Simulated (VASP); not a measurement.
Set up this calculation in VASP 6.6.1, as the native input.

- Task: relaxation of cell and atoms
- Functional: PBE
- Potentials or basis: VASP PAW PBE potentials, release 64 (Zr_sv, O)
- Cutoff: 600 eV
- k mesh: 8 × 8 × 8
- Occupations: gaussian, width 0.01 eV
- Spin: no spin polarisation
- Dipole correction: no
- Further INCAR settings: ALGO = Normal; EDIFF = 1e-07; IBRION = 2; EDIFFG = -0.001; NSW = 80; ISIF = 3

The structure of ZrO2 lies in POSCAR:

```
ZrO2
1.0
    0.0000000000      2.5579477472      2.5579477472
    2.5579477472      0.0000000000      2.5579477472
    2.5579477472      2.5579477472      0.0000000000
Zr O
1 2
Direct
    0.0000000000      0.0000000000      0.0000000000
    0.2500000000      0.2500000000      0.2500000000
    0.7500000000      0.7500000000      0.7500000000
```

The input as run:

INCAR

```
SYSTEM = ZrO2
ALGO     = Normal         ! electronic algorithm
EDIFF    = 1E-7           ! SCF threshold, eV
EDIFFG   = -0.001         ! ionic threshold
ENCUT    = 600            ! plane-wave cutoff, eV
GGA      = PE             ! functional
GGA_COMPAT= .FALSE.      
IBRION   = 2              ! ionic algorithm
ISIF     = 3              ! what is computed and relaxed
ISMEAR   = 0              ! smearing method
LASPH    = .TRUE.         ! aspherical terms in the spheres
LCHARG   = .FALSE.        ! write CHGCAR
LREAL    = .FALSE.        ! projectors in reciprocal space
LWAVE    = .FALSE.        ! write WAVECAR
NELM     = 120            ! most SCF steps
NELMIN   = 4            
NSW      = 80             ! ionic steps
PREC     = Accurate       ! precision mode
SIGMA    = 0.01           ! smearing width, eV
```

KPOINTS

```
k-points
0
G
  8 8 8
  0 0 0
```

Potentials or basis: VASP PAW PBE potentials, release 64 (Zr_sv, O).

Launch:

```console
$ cat potpaw_PBE.64/Zr_sv/POTCAR potpaw_PBE.64/O/POTCAR > POTCAR
$ mpirun -np 1 vasp_std > vasp.out
```

It gave:

* Relaxed volume: 11.16 Å³/atom
* Relaxed cell: a = 3.618 Å, b = 3.618 Å, c = 3.618 Å, α = 60.00°, β = 60.00°, γ = 60.00°
* Space group after relaxing (to 0.1 Å): Fm-3m (No. 225)
* Energy gained by relaxing: 0.0 meV/atom
* Ionic steps: 3
* Pressure after relaxing: 0.0 GPa
* Band gap on the k mesh: 3.31 eV (least direct gap 3.74 eV)

Wall time 27 s on 1 thread of Intel(R) Xeon(R) 6975P-C (Granite Rapids), on a shared host, peak memory 0.17 GiB.
